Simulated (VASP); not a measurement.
Input of a VASP 6.6.1 run:

INCAR

```
SYSTEM = Re
PREC     = Accurate       ! precision mode
ENCUT    = 520            ! plane-wave cutoff, eV
EDIFF    = 1E-6           ! SCF threshold, eV
ISMEAR   = -1             ! smearing method
SIGMA    = 0.03           ! smearing width, eV
LREAL    = .False.        ! projectors in reciprocal space
LASPH    = .True.         ! aspherical terms in the spheres
NELM     = 80             ! most SCF steps
ALGO     = Normal         ! electronic algorithm
ISIF     = 2              ! what is computed and relaxed
LWAVE    = .False.        ! write WAVECAR
LCHARG   = .False.        ! write CHGCAR
GGA      = PE             ! functional
NBANDS   = 10             ! bands
```

Contents of KPOINTS:

```
regular mesh
0
Gamma
  14 14 14
  0 0 0
```

File POSCAR:

```
Re
1.0
    0.0000000000      1.9750000000      1.9552500000
    1.9750000000      0.0000000000      1.9552500000
    1.9750000000      1.9750000000      0.0000000000
Re
1
Direct
    0.0000000000      0.0000000000      0.0000000000
```

Potentials or basis: VASP PAW PBE potentials, release 64 (Re).

Launch:

```sh
$ cat potpaw_PBE.64/Re/POTCAR > POTCAR
$ mpirun -np 1 vasp_std > vasp.out
```

Task: Predict the pressure.

Result: -6.5 GPa.

Task: What does it give for the band gap on the k mesh?

Result: Zero (an odd number of electrons rules out a gap without spin polarisation).

Stress tensor (GPa, compression positive):
```
-7.06  0.00  0.00
 0.00 -7.06  0.00
 0.00  0.00 -5.45
```

Caveat: the cell differs from its parent crystal (zz strain of -1 %); the cell stands under tension; spin-orbit coupling is left out, which moves the levels of the heavy elements.
